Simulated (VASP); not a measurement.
VH:

```xyz
2
Lattice="0.0000 1.9638 1.9638 1.9638 0.0000 1.9638 1.9638 1.9638 0.0000" Properties=species:S:1:pos:R:3 pbc="T T T"
V     0.0000    0.0000    0.0000
H     1.9638    1.9638    1.9638
```

* Program: VASP 6.6.1
* Task: relaxation of volume and atoms at fixed shape
* Functional: LDA
* Potentials or basis: VASP PAW LDA potentials, release 64 (V_sv, H)
* Cutoff: 600 eV
* k mesh: 9 × 9 × 9
* Occupations: gaussian, width 0.02 eV
* Spin: collinear spin, ferromagnetic start
* Starting moments: [1.5, 0.0] μB

At the start: pressure -9.2 GPa; volume 7.57 Å³/atom.

Q: Where does the relaxation end?

A: Over 3 steps the energy falls by 10.2 meV/atom and the volume is 7.23 Å³/atom (-4.5 %); space group Fm-3m (No. 225, to 0.1 Å) before and after; moment 0.01 μB per cell.

The path:
```
step  energy change (eV)  largest force (eV/Å)  pressure (GPa)  volume (Å³)
   1              0.0000                0.0000           -9.19        15.15
   2             -0.0172                0.0000            4.14        14.21
   3             -0.0204                0.0000            0.01        14.47
```

Final structure:
```
V H
1.0
     0.00000    1.93394    1.93394
     1.93394    0.00000    1.93394
     1.93394    1.93394    0.00000
V H
1 1
Cartesian
  0.0000 0.0000 0.0000
  1.9339 1.9339 1.9339
```
